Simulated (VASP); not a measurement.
Runs of VASP 6.6.1 on BeS (rocksalt type). The structure is that of space group Fm-3m (No. 225), or close to it. The cells are those of the table. 

```tsv
task	cell	gap on the mesh (eV)	pressure (GPa)
single point	a = 2.557 Å, angles 60.0°, 2 atoms	none	288.0
single point	a = 2.990 Å, angles 60.0°, 2 atoms	1.10	(b)
single point	a = 2.374 Å, angles 60.0°, 2 atoms	none	541.7
relaxation of cell and atoms	relaxed from a = 3.047 Å, angles 60.0°, 2 atoms	1.03	0.1
single point	a = 2.860 Å, angles 60.0°, 2 atoms	1.10	82.5
single point	a = 3.110 Å, angles 60.0°, 2 atoms	1.07	15.4
single point	a = 3.221 Å, angles 60.0°, 2 atoms	1.03	0.1
single point	a = 2.717 Å, angles 60.0°, 2 atoms	0.53	(a)
```

Alike in all rows: level LDA; potentials or basis VASP PAW LDA potentials, release 64 (Be, S); no spin polarisation; k mesh 17 × 17 × 17; cutoff (eV) 600; smearing fermi-dirac 0.08 eV.

Question: Estimate the missing entries.

Answer: (a) 156.1; (b) 40.4.

A k mesh can miss the band edges.

A gap of «none» marks levels without a gap at the run's occupations.
